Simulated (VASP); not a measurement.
# TiAl (P3m1) in VASP: single point with PBEsol

Aim: the single point of TiAl with PBEsol.

Program: VASP 6.6.1. These are calculated values, not measurements. Logs are shortened: lines on timing, memory, paths and dates and some standing lists are left out, and cuts for length are marked.

## (1) The cell of the first run

The structure is trigonal, space group P3m1 (No. 156). The conventional cell has a = 2.890 Å, b = 2.890 Å, c = 4.434 Å, α = 90.00°, β = 90.00°, γ = 120.00°. Ti (site symmetry 3m) has 6 Al at 2.55 to 3.01 Å and 6 Ti at 2.89 Å within 3.4 Å. Al (site symmetry 3m) has 6 Ti at 2.55 to 3.01 Å and 6 Al at 2.89 Å within 3.4 Å.

## (2) Single point, PBEsol (strained and its atoms moved)

File INCAR:

```
  ALGO = Normal
  EDIFF = 1E-6
  ENCUT = 520
  GGA = PS
  ISIF = 2
  ISMEAR = 0
  LASPH = T
  LCHARG = F
  LREAL = F
  LWAVE = F
  NBANDS = 14
  NELM = 60
  PREC = Accurate
  SIGMA = 0.1
```

File KPOINTS:

```
k-points
0
Gamma
  15 15 8
```

File POSCAR:

```
TiAl
1.0
    2.8899709496      0.0000000000      0.0000000000
   -1.4449854747      2.5027882585      0.0000000000
    0.0000000000      0.0000000000      4.4344484374
Ti Al
1 1
Direct
    0.0000000000      0.0000000000     -0.0320644161
    0.3333333300      0.6666666700      0.5320644161
```

Potentials or basis: VASP PAW PBE potentials, release 64 (Ti_sv, Al).

The run is started by

```bash
cat potpaw_PBE.64/Ti_sv/POTCAR potpaw_PBE.64/Al/POTCAR > POTCAR
mpirun -np 1 vasp_std > vasp.out
```

OUTCAR:

```text
EDIFF = 1E-6
   ENCUT = 520
   GGA = PS
   ISIF = 2
   ISMEAR = 0
   LASPH = T
   LREAL = F
   NELM = 60
   PREC = Accurate

 ion  position               nearest neighbor table
   1  0.000  0.000  0.968-   2 2.55   2 2.55   2 2.55   2 3.01   2 3.01   2 3.01
   2  0.333  0.667  0.532-   1 2.55   1 2.55   1 2.55   1 3.01   1 3.01   1 3.01

  LATTYP: Found a hexagonal cell.
 ALAT       =     2.8899709496
 C/A-ratio  =     1.5344266481

  Lattice vectors:

 A1 = (   2.8899709496,   0.0000000000,   0.0000000000)
 A2 = (  -1.4449854747,   2.5027882585,   0.0000000000)
 A3 = (   0.0000000000,   0.0000000000,   4.4344484374)

Analysis of symmetry for initial positions (statically):
=====================================================================
 Subroutine PRICEL returns:
 Original cell was already a primitive cell.

 Routine SETGRP: Setting up the symmetry group for a
 hexagonal supercell.

 Subroutine GETGRP returns: Found  6 space group operations
 (whereof  6 operations were pure point group operations)
 out of a pool of 24 trial point group operations.

The static configuration has the point symmetry C_3v.

Analysis of symmetry for dynamics (positions and initial velocities):
=====================================================================
 Subroutine PRICEL returns:
 Original cell was already a primitive cell.

 Routine SETGRP: Setting up the symmetry group for a
 hexagonal supercell.

 Subroutine GETGRP returns: Found  6 space group operations
 (whereof  6 operations were pure point group operations)
 out of a pool of 24 trial point group operations.

The dynamic configuration has the point symmetry C_3v.

 Subroutine INISYM returns: Found  6 space group operations
 (whereof  6 operations are pure point group operations),
 and found     1 'primitive' translations

----------------------------------------------------------------------------------------

                                     Primitive cell

  volume of cell :      32.0743

  direct lattice vectors                    reciprocal lattice vectors
     2.889970950  0.000000000  0.000000000     0.346024239  0.199777188  0.000000000
    -1.444985475  2.502788258  0.000000000     0.000000000  0.399554376  0.000000000
     0.000000000  0.000000000  4.434448437     0.000000000  0.000000000  0.225507189

  length of vectors
[... 85 lines left out ...]
   NSW    =      0    number of steps for IOM
   IBRION =     -1    ionic relax: 0-MD 1-quasi-New 2-CG
   NFREE  =      0    steps in history (QN), initial steepest desc. (CG)
   ISIF   =      2    stress and relaxation
   ISYM   =      2    0-nonsym 1-usesym 2-fastsym
   POTIM  = 0.5000    time-step for ionic-motion
   TEBEG  =    0.0;   TEEND  =   0.0 temperature during run
   PSTRESS=    0.0 pullay stress
   NELECT =      15.0000    total number of electrons
   NUPDOWN=      -1.0000    fix difference up-down
   EMIN   =  10.00;   EMAX   =-10.00  energy-range for DOS
   EFERMI =   0.00;   METHOD = LEGACY
   ISMEAR =     0;   SIGMA  =   0.10  broadening in eV -4-tet -1-fermi 0-gaus
   EFERMI_NEDOS =   21; number of points for ismear=-14 and -15
   IALGO  =     38    algorithm
   IMIX   =      4    mixing-type and parameters
     AMIX     =   0.40;   BMIX     =  1.00
     AMIX_MAG =   1.60;   BMIX_MAG =  1.00
  volume/ion in A,a.u.               =      16.04       108.22
  Fermi-wavevector in a.u.,A,eV,Ry     =   1.270729  2.401329 21.970028  1.614752
  Thomas-Fermi vector in A             =   2.403700
   LORBIT       =      0    0 simple, 1 ext, 2 COOP (PROOUT), +10 PAW based schemes
   GGA     = PS    functional components
   LHFCALC =     F    Hartree Fock is set to
   AEXX    =    0.0000 exact exchange contribution
   IVDW    =     0    specifies the selected vdW correction
   LEPSILON=     F    determine dielectric tensor
   LRPA    =     F    only Hartree local field effects (RPA)
 non-spin polarized calculation
 Gauss-broadening in eV      SIGMA  =   0.10
  energy-cutoff  :      520.00
  volume of cell :       32.07
 maximum number of plane-waves:       887
 NGX is ok and might be reduce to    24
   NGX = 11   NGY = 11   NGZ = 17

 number of electron      14.9999999 magnetization

 Free energy of the ion-electron system (eV)
  ---------------------------------------------------
  ext. energy  EPLUGINS =         0.00000000
  ---------------------------------------------------
  free energy    TOTEN  =       -12.52630999 eV

  energy without entropy =      -12.51328324  energy(sigma->0) =      -12.51979661

 E-fermi :   8.0875     XC(G=0): -11.1618

 val. band max:        8.0826559365   @ k =   0.2667   0.0667   0.1250
 cond. band min:       8.0937107607   @ k =   0.1333   0.0000   0.3750
 fundamental gap:      0.0110548242
 Fermi energy:         8.0874818698

 k-point     1 :       0.0000    0.0000    0.0000
  band No.  band energies     occupation
      1     -48.0999      2.00000
      2     -24.5437      2.00000
      3     -24.1366      2.00000
      4     -24.1366      2.00000
      5      -0.8415      2.00000
      6       5.7933      2.00000
      7       7.0637      2.00000
      8       9.2869      0.00000
      9       9.2869      0.00000
     10      10.7197      0.00000
     11      10.7197      0.00000
     12      12.9160      0.00000
     13      20.7331      0.00000
     14      20.7331      0.00000
[... 377 lines left out ...]
      1     -48.0028      2.00000
      2     -24.6264      2.00000
      3     -24.4439      2.00000
      4     -24.3877      2.00000
      5       4.9011      2.00000
      6       5.3650      2.00000
      7       7.1221      2.00000
      8       7.2563      2.00000
      9       8.8212      0.00000
     10      10.8462      0.00000
     11      11.7930      0.00000
     12      12.7243      0.00000
     13      14.4527      0.00000
     14      15.8532      0.00000

 [... further k-points ...]
[... 5 lines left out ...]
  --------------------------------------------------------------------------------------
  -------------------------------------------------------------------------------------
  Total        0.6135043      0.6135043      2.9549403      0.0000000      0.0000000      0.0000000
  in kB       30.6458038     30.6458038    147.6053488      0.0000000      0.0000000      0.0000000
  external PRESSURE =      69.6323188 kB  Pullay stress =       0.0000000 kB

 VOLUME and BASIS-vectors are now :
 -----------------------------------------------------------------------------
  energy-cutoff  :      520.00
  volume of cell :       32.07
      direct lattice vectors                 reciprocal lattice vectors
     2.889970950  0.000000000  0.000000000     0.346024239  0.199777188  0.000000000
    -1.444985475  2.502788258  0.000000000     0.000000000  0.399554376  0.000000000
     0.000000000  0.000000000  4.434448437     0.000000000  0.000000000  0.225507189

 POSITION                                       TOTAL-FORCE (eV/Angst)
 -----------------------------------------------------------------------------------
      0.00000      0.00000      4.29226         0.000000     -0.000000      2.755976
     -0.00000      1.66853      2.35941        -0.000000      0.000000     -2.755976
 -----------------------------------------------------------------------------------
    total drift:                               -0.000000      0.000000     -0.000171

  FREE ENERGIE OF THE ION-ELECTRON SYSTEM (eV)
  ---------------------------------------------------
  free  energy   TOTEN  =       -12.5263099854 eV

  energy  without entropy=      -12.5132832363  energy(sigma->0) =      -12.51979661
```

stdout:

```text
POSCAR found type information on POSCAR TiAl
 POSCAR found :  2 types and       2 ions
 scaLAPACK will be used
 -----------------------------------------------------------------------------
|                                                                             |
|                                                                             |
|     You enforced a specific xc type in the INCAR file but a different       |
|     I HOPE YOU KNOW WHAT YOU ARE DOING!                                     |
|                                                                             |
 -----------------------------------------------------------------------------

 LDA part: xc-table for (Slater+PW92), standard interpolation
 POSCAR, INCAR and KPOINTS ok, starting setup
 FFT: planning ... GRIDC
 FFT: planning ... GRID_SOFT
 FFT: planning ... GRID
 WAVECAR not read
 entering main loop
```

Wall time 88 s (1 thread of AMD EPYC 9R45 (Zen 5), shared host); peak memory 0.19 GiB.

Results:

```yaml
Free_energy: -12.5263 eV
Pressure: 7.0 GPa
Largest_force: 2.756 eV/Å
```

Forces in eV/Å, atoms in the order of the input:
```
Ti   0.000  0.000  2.756
Al   0.000  0.000 -2.756
```

Levels at points of the mesh, in eV from the Fermi level:
| k point | band 5 | band 6 | band 7 | band 8 | band 9 | band 10 | band 11 | band 12 |
| --- | --- | --- | --- | --- | --- | --- | --- | --- |
| (0.00, 0.00, 0.00) | -8.93 | -2.29 | -1.02 | 1.20 | 1.20 | 2.63 | 2.63 | 4.83 |
| (0.00, 0.00, 0.50) | -7.85 | -5.15 | -0.10 | 1.22 | 1.22 | 2.51 | 2.51 | 7.91 |

Caveat: the cell differs from its parent crystal (strained and its atoms moved); the PAW data sets were made with another functional, which shifts forces and pressure a little.
